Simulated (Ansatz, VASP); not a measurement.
In2GeO3: VASP beside Ansatz

The input INCAR:

```
SYSTEM = In2GeO3
PREC = Accurate
ENCUT = 520
EDIFF = 1E-7
ISMEAR = 0
SIGMA = 0.1
LREAL = .False.
LASPH = .True.
NELM = 60
ALGO = Normal
ISIF = 2
LWAVE = .False.
LCHARG = .True.
GGA = PE
LELF = .True.
LVHAR = .True.
NBANDS = 38
```

KPOINTS

```
regular mesh
0
Gamma
  6 6 2
  0 0 0
```

File POSCAR:

```
In2GeO3
1.0
    3.5504629900      0.0000000000      0.0000000000
    0.0000000000      3.5504629900      0.0000000000
    0.0000000000      0.0000000000      7.8220033200
In Ge O
2 1 3
Direct
    0.0000000000      0.5000000000      0.7315000300
    0.5000000000      0.0000000000      0.2684999700
    0.0000000000      0.0000000000      0.0000000000
    0.0000000000      0.5000000000      0.3835000100
    0.5000000000      0.0000000000      0.6164999900
    0.5000000000      0.5000000000      0.0000000000
```

Input for Ansatz:

```yaml
crystal:
  lattice:
    - [3.55046299, 0.0, 0.0]
    - [0.0, 3.55046299, 0.0]
    - [0.0, 0.0, 7.82200332]
  atoms:
    - { symbol: In, position: [0.0, 0.5, 0.73150003] }
    - { symbol: In, position: [0.5, 0.0, 0.26849997] }
    - { symbol: Ge, position: [0.0, 0.0, 0.0] }
    - { symbol: O, position: [0.0, 0.5, 0.38350001] }
    - { symbol: O, position: [0.5, 0.0, 0.61649999] }
    - { symbol: O, position: [0.5, 0.5, 0.0] }
basis:
  ecutwfc: 420
kpoints:
  mp_grid: { grid: [6, 6, 2] }
hamiltonian:
  xc: pbe
scf:
  occupations: { method: gaussian, width: 0.1 }
  lower_state_search: "off"
output:
  forces: true
  stress: true
  eigenvalues: true
```

Change from the starting cell: species swapped into the Ti2CuSb3 type (P-4m2, No. 115).

Alike in both runs: task single point; functional PBE; k mesh 6 × 6 × 2; occupations gaussian, width 0.1 eV; no spin polarisation.

|  | VASP | Ansatz |
| --- | --- | --- |
| version | VASP 6.6.1 | Ansatz 0.2.0 |
| potentials or method | VASP PAW PBE potentials, release 64 (In_d, Ge_d, O), cutoff 520 eV | scalar-relativistic, plane waves, PAW |
| valence electrons in the cell | 58 | 58 |

Ansatz gave:

- gap on the k mesh at the Fermi level (eV): none
- pressure (GPa): -12.7
- traceless stress, the component that is largest in VASP (GPa): 6.95
- rms of the force components (eV/Å): 1.283

Task: Which values does VASP return?

Result: gap on the k mesh at the Fermi level (eV): none; pressure (GPa): -12.7; traceless stress, the component that is largest in VASP (GPa): 6.91; rms of the force components (eV/Å): 1.282.

Atom by atom the forces differ by 0.001 eV/Å (rms over components). A gap of «none» marks a metal or a gap that the smearing closes. The functional is the same, so the differences come from potentials, cutoffs and numerics.

The k mesh is coarse, so the values compare programs but aren't converged.
